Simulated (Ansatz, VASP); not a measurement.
## CoO in VASP and in Ansatz

```
Co O
1.0
     0.00000    2.02690    2.02690
     2.02690    0.00000    2.02690
     2.02690    2.02690    0.00000
Co O
1 1
Cartesian
  0.0000 0.0000 0.0000
  2.0269 2.0269 2.0269
```

Alike in both runs: task single point; functional PBE; k mesh 8 × 8 × 8; occupations gaussian, width 0.1 eV; collinear spin.

```csv
,VASP,Ansatz
version,VASP 6.6.1,Ansatz 0.2.0
potentials or method,"VASP PAW PBE potentials, release 64 (Co, O), cutoff 600 eV","scalar-relativistic, plane waves, PAW"
valence electrons in the cell,15,23
```

Ansatz gave:

| Item | Value |
| --- | --- |
| gap on the k mesh at the Fermi level (eV) | none |
| pressure (GPa) | 24.7 |
| net moment per atom (μB) | 1.01 |
| size of the moment on the site where the two differ most (μB) | 1.78 |

Question: Estimate VASP's values.

Answer: gap on the k mesh at the Fermi level (eV): none; pressure (GPa): 24.2; net moment per atom (μB): 1.00; size of the moment on the site where the two differ most (μB): 1.85.

Site moments also hang on the region over which each program counts them. A gap of «none» marks a metal or a gap that the smearing closes. VASP's potentials hold 15 valence electrons a cell and Ansatz's 23, so a difference there can come from the potentials and not from the codes.
